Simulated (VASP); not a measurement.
# BiTe (Fm-3m) in VASP: single point with PBE

Aim: the single point of BiTe with PBE.

Everything below comes from runs of VASP 6.6.1. Logs are shortened: lines on timing, memory, paths and dates and some standing lists are left out, and cuts for length are marked.

### Step 1. The cell of the first run

It takes space group Fm-3m (No. 225, cubic). Conventional cell: a = 6.470 Å, b = 6.470 Å, c = 6.470 Å, α = 90.00°, β = 90.00°, γ = 90.00°. Bi (site symmetry m-3m) has 6 Te at 3.23 to 3.24 Å within 4.3 Å. Within 4.3 Å of Te (site symmetry m-3m) lie 6 Bi at 3.23 Å.

### Step 2. Single point, PBE

The input, INCAR:

```
SYSTEM = BiTe
PREC = Accurate ; ENCUT = 520
EDIFF = 1E-7 ; ISMEAR = 1
SIGMA = 0.1 ; LREAL = .FALSE.
LASPH = .TRUE. ; NELM = 60
ALGO = Normal ; ISIF = 2
LWAVE = .FALSE. ; LCHARG = .TRUE.
GGA = PE ; LELF = .TRUE.
LVHAR = .TRUE. ; NBANDS = 29
```

The input, KPOINTS:

```
Automatic mesh
0
G
  5 5 5
  0 0 0
```

The input, POSCAR:

```
BiTe
1.0
    0.0000000000      3.2350000000      3.2350000000
    3.2350000000      0.0000000000      3.2350000000
    6.4700000000      6.4700000000      0.0000000000
Bi Te
2 2
Direct
    0.0000000000      0.0000000000      0.0000000000
    0.0000000000      0.0000000000      0.5000000000
    0.5000000000      0.5000000000      0.2500000000
    0.5000000000      0.5000000000      0.7500000000
```

Potentials or basis: VASP PAW PBE potentials, release 64 (Bi_d, Te).

On the command line:

```console
$ cat potpaw_PBE.64/Bi_d/POTCAR potpaw_PBE.64/Te/POTCAR > POTCAR
$ mpirun -np 1 vasp_std > vasp.out
```

OUTCAR:

```text
SYSTEM = BiTe
   PREC = Accurate
   ENCUT = 520
   EDIFF = 1E-7
   ISMEAR = 1
   LREAL = .FALSE.
   LASPH = .TRUE.
   NELM = 60
   ISIF = 2
   GGA = PE

 ion  position               nearest neighbor table
   1  0.000  0.000  0.000-   4 3.23   3 3.23   4 3.23   3 3.23   4 3.23   3 3.23
   2  0.000  0.000  0.500-   3 3.23   3 3.23   4 3.23   3 3.23   4 3.23   4 3.23
   3  0.500  0.500  0.250-   1 3.23   1 3.23   2 3.23   1 3.23   2 3.23   2 3.23
   4  0.500  0.500  0.750-   2 3.23   1 3.23   2 3.23   1 3.23   2 3.23   1 3.23

  LATTYP: Found a trigonal (rhomboedric) cell.
 ALAT       =     7.9240993179
 COS(alpha) =     0.8333333333

  Lattice vectors:

 A1 = (   6.4700000000,   3.2350000000,  -3.2350000000)
 A2 = (   3.2350000000,   3.2350000000,  -6.4700000000)
 A3 = (   3.2350000000,   6.4700000000,  -3.2350000000)

Analysis of symmetry for initial positions (statically):
=====================================================================
 Subroutine PRICEL returns following result:

  LATTYP: Found a face centered cubic cell.
 ALAT       =     6.4700000000

  Lattice vectors:

 A1 = (   0.0000000000,   3.2350000000,   3.2350000000)
 A2 = (   3.2350000000,   0.0000000000,   3.2350000000)
 A3 = (   3.2350000000,   3.2350000000,   0.0000000000)

   2 primitive cells build up your supercell.

 Routine SETGRP: Setting up the symmetry group for a
 trigonal (rhombohedral) supercell.

 Subroutine GETGRP returns: Found 12 space group operations
 (whereof 12 operations were pure point group operations)
 out of a pool of 12 trial point group operations.

The static configuration has the point symmetry D_3d.

Analysis of symmetry for dynamics (positions and initial velocities):
=====================================================================
 Subroutine PRICEL returns following result:

  LATTYP: Found a face centered cubic cell.
 ALAT       =     6.4700000000

  Lattice vectors:

 A1 = (   0.0000000000,   3.2350000000,   3.2350000000)
 A2 = (   3.2350000000,   0.0000000000,   3.2350000000)
 A3 = (   3.2350000000,   3.2350000000,   0.0000000000)

   2 primitive cells build up your supercell.
[... 94 lines left out ...]
   ISTART =      0    job   : 0-new  1-cont  2-samecut
   ICHARG =      2    charge: 1-file 2-atom 10-const
   ISPIN  =      1    spin polarized calculation?
   LNONCOLLINEAR =      F non collinear calculations
   LSORBIT =      F    spin-orbit coupling
   LASPH  =      T    aspherical Exc in radial PAW
   ENCUT  =  520.0 eV  38.22 Ry    6.18 a.u.   8.51  8.51 17.01*2*pi/ulx,y,z
   NELM   =     60;   NELMIN=  2; NELMDL= -5     # of ELM steps
   EDIFF  = 0.1E-06   stopping-criterion for ELM
   LREAL  =      F    real-space projection
   EDIFFG = 0.1E-05   stopping-criterion for IOM
   NSW    =      0    number of steps for IOM
   IBRION =     -1    ionic relax: 0-MD 1-quasi-New 2-CG
   NFREE  =      0    steps in history (QN), initial steepest desc. (CG)
   ISIF   =      2    stress and relaxation
   ISYM   =      2    0-nonsym 1-usesym 2-fastsym
   POTIM  = 0.5000    time-step for ionic-motion
   TEBEG  =    0.0;   TEEND  =   0.0 temperature during run
   PSTRESS=    0.0 pullay stress
   NELECT =      42.0000    total number of electrons
   NUPDOWN=      -1.0000    fix difference up-down
   EMIN   =  10.00;   EMAX   =-10.00  energy-range for DOS
   EFERMI =   0.00;   METHOD = LEGACY
   ISMEAR =     1;   SIGMA  =   0.10  broadening in eV -4-tet -1-fermi 0-gaus
   EFERMI_NEDOS =   21; number of points for ismear=-14 and -15
   IALGO  =     38    algorithm
   IMIX   =      4    mixing-type and parameters
     AMIX     =   0.40;   BMIX     =  1.00
     AMIX_MAG =   1.60;   BMIX_MAG =  1.00
  volume/ion in A,a.u.               =      33.86       228.46
  Fermi-wavevector in a.u.,A,eV,Ry     =   1.108146  2.094092 16.707785  1.227988
  Thomas-Fermi vector in A             =   2.244669
   LORBIT       =      0    0 simple, 1 ext, 2 COOP (PROOUT), +10 PAW based schemes
   GGA     = PE    functional components
   LHFCALC =     F    Hartree Fock is set to
   AEXX    =    0.0000 exact exchange contribution
   IVDW    =     0    specifies the selected vdW correction
   LEPSILON=     F    determine dielectric tensor
   LRPA    =     F    only Hartree local field effects (RPA)
 non-spin polarized calculation
 Methfessel and Paxton  Order N= 1 SIGMA  =   0.10
  energy-cutoff  :      520.00
  volume of cell :      135.42
 maximum number of plane-waves:      3682
 NGX is ok and might be reduce to    36
   NGX = 17   NGY = 17   NGZ = 33

 number of electron      41.9999997 magnetization

 Free energy of the ion-electron system (eV)
  ---------------------------------------------------
  ext. energy  EPLUGINS =         0.00000000
  ---------------------------------------------------
  free energy    TOTEN  =       -14.34692807 eV

  energy without entropy =      -14.34655627  energy(sigma->0) =      -14.34680414

 E-fermi :   6.7108     XC(G=0):  -9.4340

 val. band max:        6.6560336076   @ k =   0.2000   0.2000   0.0000
 cond. band min:       6.7471970806   @ k =   0.0000   0.0000   0.4000
 fundamental gap:      0.0911634729
 Fermi energy:         6.7108289480

 k-point     1 :       0.0000    0.0000    0.0000
  band No.  band energies     occupation
      1     -16.5000      2.00000
      2     -16.5000      2.00000
      3     -16.4949      2.00000
      4     -16.4949      2.00000
      5     -16.4918      2.00000
      6     -16.4918      2.00000
[... 597 lines left out ...]
     28      11.0903      0.00000
     29      13.6190      0.00000

------------------------ aborting loop because EDIFF is reached ----------------------------------------

  FORCE on cell =-STRESS in cart. coord.  units (eV):
  Direction    XX          YY          ZZ          XY          YZ          ZX
  --------------------------------------------------------------------------------------
  -------------------------------------------------------------------------------------
  Total        0.6137784      0.6137784      0.6137784     -0.0277940      0.0277940      0.0277940
  in kB        7.2617168      7.2617168      7.2617168     -0.3288361      0.3288361      0.3288361
  external PRESSURE =       7.2617168 kB  Pullay stress =       0.0000000 kB

 VOLUME and BASIS-vectors are now :
 -----------------------------------------------------------------------------
  energy-cutoff  :      520.00
  volume of cell :      135.42
      direct lattice vectors                 reciprocal lattice vectors
     0.000000000  3.235000000  3.235000000    -0.154559505  0.154559505  0.154559505
     3.235000000  0.000000000  3.235000000     0.154559505 -0.154559505  0.154559505
     6.470000000  6.470000000  0.000000000     0.077279753  0.077279753 -0.077279753

 POSITION                                       TOTAL-FORCE (eV/Angst)
 -----------------------------------------------------------------------------------
      0.00000      0.00000      0.00000        -0.000000     -0.000000      0.000000
      3.23500      3.23500      0.00000        -0.000000     -0.000000     -0.000000
      3.23500      3.23500      3.23500         0.000000      0.000000     -0.000000
      6.47000      6.47000      3.23500         0.000000      0.000000      0.000000
 -----------------------------------------------------------------------------------
    total drift:                               -0.000000      0.000000      0.000000

  FREE ENERGIE OF THE ION-ELECTRON SYSTEM (eV)
  ---------------------------------------------------
  free  energy   TOTEN  =       -14.3469280741 eV

  energy  without entropy=      -14.3465562744  energy(sigma->0) =      -14.34680414
```

Run time: 2.8 min. Hardware: 1 thread of Intel Xeon 8259CL, shared host; peak memory 0.31 GiB.

What came out:

* Free energy: -14.3469 eV
* Pressure: 0.7 GPa
* Band gap on the k mesh: zero (bands 21 and 22 overlap by 1.97 eV)

Caveat: spin-orbit coupling is left out, which moves the levels of the heavy elements.
